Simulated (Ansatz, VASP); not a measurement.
**One calculation of GaCo, two programs**

```
Ga Co
1.0
     2.71310    0.00000    0.00000
     0.00000    2.71310    0.00000
     0.00000    0.00000    3.25572
Ga Co
1 1
Direct
  0.50000 0.50000 0.50000
  0.00000 0.00000 0.00000
```

Alike in both runs: task single point; functional PBEsol; k mesh 18 × 18 × 18; occupations gaussian, width 0.15 eV; no spin polarisation.

|  | VASP | Ansatz |
| --- | --- | --- |
| version | VASP 6.6.1 | Ansatz 0.2.0 |
| potentials or method | VASP PAW PBE potentials, release 64 (Ga_d, Co), cutoff 520 eV | scalar-relativistic, plane waves, PAW |
| valence electrons in the cell | 22 | 30 |

```csv
,VASP,Ansatz,Ansatz less VASP
gap on the k mesh at the Fermi level (eV),none,none,-
pressure (GPa),-6.8,-7.0,-0.22
"traceless stress, the component that is largest in VASP (GPa)",-5.19,-5.11,+0.082
```

VASP's potentials were made for PBE, not for PBEsol. A gap of «none» marks a metal or a gap that the smearing closes. The functional is the same, so the differences come from potentials, cutoffs and numerics. VASP's potentials hold 22 valence electrons a cell and Ansatz's 30, so a difference there can come from the potentials and not from the codes.
